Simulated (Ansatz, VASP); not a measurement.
# AlCo: VASP beside Ansatz

```xyz
2
Lattice="2.8194 0.0000 0.0000 0.0000 2.8194 0.0000 0.0000 0.0000 2.8194" Properties=species:S:1:pos:R:3 pbc="T T T"
Al    0.0000    0.0000    0.0000
Co    1.2683    1.2683    1.3097
```

Alike in both runs: task single point; functional PBE; k mesh 16 × 16 × 16; occupations gaussian, width 0.15 eV; collinear spin.

|  | VASP | Ansatz |
| --- | --- | --- |
| version | VASP 6.6.1 | Ansatz 0.2.0 |
| potentials or method | VASP PAW PBE potentials, release 64 (Al, Co), cutoff 520 eV | scalar-relativistic, plane waves, PAW |
| valence electrons in the cell | 12 | 20 |

```csv
,VASP,Ansatz,Ansatz less VASP
gap on the k mesh at the Fermi level (eV),none,none,-
pressure (GPa),10.8,10.9,+0.06
"traceless stress, the component that is largest in VASP (GPa)",3.88,3.87,-0.017
rms of the force components (eV/Å),1.166,1.163,-0.0034
net moment per atom (μB),0.00,0.00,0.000
```

Atom by atom the forces differ by 0.003 eV/Å (rms over components). A gap of «none» marks a metal or a gap that the smearing closes. With one functional, cell and mesh, what is left measures potentials, basis and numerics. VASP's potentials hold 12 valence electrons a cell and Ansatz's 20, so a difference there can come from the potentials and not from the codes. Ansatz's warnings: seeded moment not kept.
